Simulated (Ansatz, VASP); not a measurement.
Given: the input of a run of Ansatz 0.2.0 on La.

File input.yaml:

```yaml
crystal:
  lattice:
    - [3.75, 0.0, 0.0]
    - [-1.875, 3.2475952642, 0.0]
    - [0.0, 0.0, 6.07]
  atoms:
    - { symbol: La, position: [0.6666666667, 0.3333333333, 0.75] }
    - { symbol: La, position: [0.3333333333, 0.6666666667, 0.25] }
hamiltonian:
  xc: pbesol
  pseudopotentials: { kind: paw }
kpoints:
  mp_grid: { grid: [8, 8, 5] }
scf:
  occupations: { method: fermi_dirac, width: 0.05 }
output:
  forces: true
  stress: true
  eigenvalues: true
relax:
  f_tol: 0.01
  max_steps: 40
  cell: { stress_tol: 0.05 }
```

Potentials or basis: Ansatz PAW.

Launch:

```console
$ ansatz run input.yaml --threads 2 --pin off --max-ram 5632MiB --backend cpu --events-out ev --progress --plain --runs-dir out
```

Set up the same calculation for VASP 6.6.1. Potentials there: VASP PAW PBE potentials, release 64 (La).

As run (the cutoff follows the program's own potentials):

File INCAR:

```
ALGO     = Fast           # electronic algorithm
EDIFF    = 1E-7           # SCF threshold, eV
EDIFFG   = -0.01          # ionic threshold
ENCUT    = 600            # plane-wave cutoff, eV
GGA      = PS             # functional
IBRION   = 2              # ionic algorithm
ISIF     = 3              # what is computed and relaxed
ISMEAR   = -1             # smearing method
LASPH    = T              # aspherical terms in the spheres
LCHARG   = F              # write CHGCAR
LREAL    = F              # projectors in reciprocal space
LWAVE    = F              # write WAVECAR
NELM     = 60             # most SCF steps
NSW      = 60             # ionic steps
PREC     = Accurate       # precision mode
SIGMA    = 0.05           # smearing width, eV
```

KPOINTS

```
k-points
0
Gamma
  8 8 5
```

The input POSCAR:

```
La
1.0
    3.7500000000      0.0000000000      0.0000000000
   -1.8750000000      3.2475952642      0.0000000000
    0.0000000000      0.0000000000      6.0700000000
La
2
Direct
    0.6666666667      0.3333333333      0.7500000000
    0.3333333333      0.6666666667      0.2500000000
```

Potentials or basis: VASP PAW PBE potentials, release 64 (La).

Run with:

```console
$ cat potpaw_PBE.64/La/POTCAR > POTCAR
$ mpirun -np 1 vasp_std > vasp.out
```

Both were run:

|  | VASP | Ansatz | Ansatz less VASP |
| --- | --- | --- | --- |
| gap on the k mesh at the Fermi level, each at its own relaxed structure (eV) | none | none | - |
| relaxed volume (Å³/atom) | 34.86 | 34.77 | -0.097 |
| relaxed length of the cell vector where the two differ most in proportion (Å) | 5.937 | 5.926 | -0.0110 |

VASP's potentials were made for PBE, not for PBEsol. A gap of «none» marks a metal or a gap that the smearing closes.

Spin-orbit coupling is off throughout. Noted on Ansatz's run: the plane-wave basis is chosen anew once the cell has moved, so the energies of steps on either side of that aren't comparable.
